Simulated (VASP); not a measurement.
Write the native input for VASP 6.6.1 that does the following.

| Item | Value |
| --- | --- |
| Task | single point |
| Functional | PBEsol |
| Potentials or basis | VASP PAW PBE potentials, release 64 (Ge_d, Co) |
| Cutoff | 520 eV |
| k mesh | 12 × 12 × 12 |
| Occupations | gaussian, width 0.1 eV |
| Spin | no spin polarisation |
| Dipole correction | no |
| Further INCAR settings | ALGO = Normal; EDIFF = 1e-06; NBANDS = 34 |

The structure of CoGe3 lies in POSCAR:

```
CoGe3
1.0
    0.0000000000      3.1125985900      3.1125985900
    3.1125985900      0.0000000000      3.1125985900
    3.1125985900      3.1125985900      0.0000000000
Ge Co
3 1
Direct
    0.2500000000      0.2500000000      0.2500000000
    0.7500000000      0.7500000000      0.7500000000
    0.5000000000      0.5000000000      0.5000000000
    0.0000000000      0.0000000000      0.0000000000
```

One way to write it, as run:

INCAR

```
SYSTEM = CoGe3
PREC = Accurate ; ENCUT = 520
EDIFF = 1E-6 ; ISMEAR = 0
SIGMA = 0.1 ; LREAL = .False.
LASPH = .True. ; NELM = 100
ALGO = Normal ; ISIF = 2
LWAVE = .False. ; LCHARG = .False.
GGA = PS ; NBANDS = 34
```

KPOINTS

```
Automatic mesh
0
Gamma
  12 12 12
  0 0 0
```

Potentials or basis: VASP PAW PBE potentials, release 64 (Ge_d, Co).

Command:

```sh
$ cat potpaw_PBE.64/Ge_d/POTCAR potpaw_PBE.64/Co/POTCAR > POTCAR
$ mpirun -np 1 vasp_std > vasp.out
```

Results of the run:

```json
{
 "Pressure": "0.2 GPa"
}
```

Caveat: the PAW data sets were made with another functional, which shifts forces and pressure a little.

Wall time 83 s on 1 thread of Intel(R) Xeon(R) 6975P-C (Granite Rapids) (shared host), peak memory 0.28 GiB.
